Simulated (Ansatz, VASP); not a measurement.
# One calculation of Gd, two programs

```
Gd
1.0
    -2.02500    2.02500    2.02500
     2.02500   -2.02500    2.02500
     4.05000    4.05000    0.00000
Gd
2
Direct
  0.00000 0.00000 0.00000
  0.50000 0.50000 0.50000
```

Alike in both runs: task single point; functional PBE; k mesh 8 × 8 × 5; occupations fermi-dirac, width 0.05 eV; collinear spin.

|  | VASP | Ansatz |
| --- | --- | --- |
| version | VASP 6.6.1 | Ansatz 0.2.0 |
| potentials or method | VASP PAW PBE potentials, release 64 (Gd) | PAW with Ansatz's default frozen-core files, scalar-relativistic |
| plane-wave cutoff (eV) | 520 | 420 |
| valence electrons in the cell | 36 | 36 |

|  | VASP | Ansatz | Ansatz less VASP |
| --- | --- | --- | --- |
| net moment per atom (μB) | 0.00 | 0.00 | 0.000 |
| size of the moment on the site where the two differ most (μB) | 6.93 | 7.23 | +0.300 |

Site moments also hang on the region over which each program counts them. With one functional, cell and mesh, what is left measures potentials, basis and numerics.

Neither program's run includes spin-orbit coupling.
